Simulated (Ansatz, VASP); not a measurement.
## GaN in VASP and in Ansatz

INCAR

```
SYSTEM = GaN
PREC = Accurate
ENCUT = 910
EDIFF = 1E-6
ISMEAR = 0
SIGMA = 0.01
LREAL = .FALSE.
LASPH = .TRUE.
NELM = 120
ALGO = Normal
ISIF = 2
LWAVE = .FALSE.
LCHARG = .TRUE.
GGA = CA
LELF = .TRUE.
LVHAR = .TRUE.
NBANDS = 16
GGA_COMPAT = .FALSE.
```

Contents of KPOINTS:

```
Automatic mesh
0
G
  10 10 10
  0 0 0
```

File POSCAR:

```
GaN
1.0
    0.0000000000      2.2489526566      2.2489526566
    2.2489526566      0.0000000000      2.2489526566
    2.2489526566      2.2489526566      0.0000000000
Ga N
1 1
Direct
    0.0000000000      0.0000000000      0.0000000000
    0.2500000000      0.2500000000      0.2500000000
```

Input for Ansatz:

```yaml
crystal:
  lattice:
    - [0.0, 2.2489526566, 2.2489526566]
    - [2.2489526566, 0.0, 2.2489526566]
    - [2.2489526566, 2.2489526566, 0.0]
  atoms:
    - { symbol: Ga, position: [0.0, 0.0, 0.0] }
    - { symbol: "N", position: [0.25, 0.25, 0.25] }
kpoints:
  mp_grid: { grid: [10, 10, 10] }
  band_path:
    path:
      - [0.0, 0.0, 0.0]
      - [-0.5, -0.5, 0.0]
      - [-0.375, -0.375, 0.25]
      - [-0.375, 0.0, 0.375]
      - [0.0, 0.0, 0.5]
      - [-0.5, -0.25, 0.25]
    npoints: 1
hamiltonian:
  xc: lda
scf:
  occupations: { method: fixed }
  n_extra_bands: 4
output:
  forces: true
  stress: true
  eigenvalues: true
  write_density: true
  write_potential: true
  elf: true
  volumetric_format: npy
```

Alike in both runs: task single point; functional LDA; k mesh 10 × 10 × 10; no spin polarisation.

|  | VASP | Ansatz |
| --- | --- | --- |
| version | VASP 6.6.1 | Ansatz 0.2.0 |
| potentials or method | VASP PAW LDA potentials, release 64 (Ga_d, N_h) | plane waves, PAW |
| plane-wave cutoff (eV) | 910 | 420 |
| occupations | gaussian, width 0.01 eV | fixed |
| valence electrons in the cell | 18 | 18 |

VASP gave:

```
gap on the k mesh at the Fermi level (eV) : 1.79
```

**Question.** Which values does Ansatz return?

**Answer.** gap on the k mesh at the Fermi level (eV): 1.77.

LDA's correlation is that of Perdew and Zunger in VASP and of Perdew and Wang (1992) in Ansatz.

Noted on VASP's run: the cutoff is short for stress, so the pressure is rough.
